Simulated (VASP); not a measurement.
Here is a VASP 6.6.1 calculation.

Contents of INCAR:

```
SYSTEM = Al3Cu
  PREC = Accurate
  ENCUT = 520
  EDIFF = 1E-7
  ISMEAR = 0
  SIGMA = 0.15
  LREAL = .False.
  LASPH = .True.
  NELM = 100
  ALGO = Fast
  ISIF = 2
  LWAVE = .False.
  LCHARG = .True.
  GGA = PS
  LELF = .True.
  LVHAR = .True.
  NBANDS = 18
```

KPOINTS

```
regular mesh
0
Gamma
  18 18 8
  0 0 0
```

File POSCAR:

```
Al3Cu
1.0
    2.7348415716      0.0000000000      0.0000000000
    0.0000000000      2.7348415716      0.0000000000
    0.0000000000      0.0000000000      7.8543226961
Al Cu
3 1
Direct
    0.0000000000      0.0000000000      0.5000000000
    0.5000000000      0.5000000000      0.2206884206
    0.5000000000      0.5000000000      0.7793115794
    0.0000000000      0.0000000000      0.0000000000
```

Potentials or basis: VASP PAW PBE potentials, release 64 (Al, Cu).

Launch:

```console
$ cat potpaw_PBE.64/Al/POTCAR potpaw_PBE.64/Cu/POTCAR > POTCAR
$ mpirun -np 1 vasp_std > vasp.out
```

(1) Estimate the band gap on the k mesh.

(2) Estimate the pressure.

(3) Estimate the largest force.

## Answers

(1) zero (bands 10 and 11 overlap by 5.41 eV).

(2) 0.6 GPa.

(3) 0.118 eV/Å.

Caveat: the stress differs along the axes, from -5 to 3 GPa; the PAW data sets were made with another functional, which shifts forces and pressure a little.
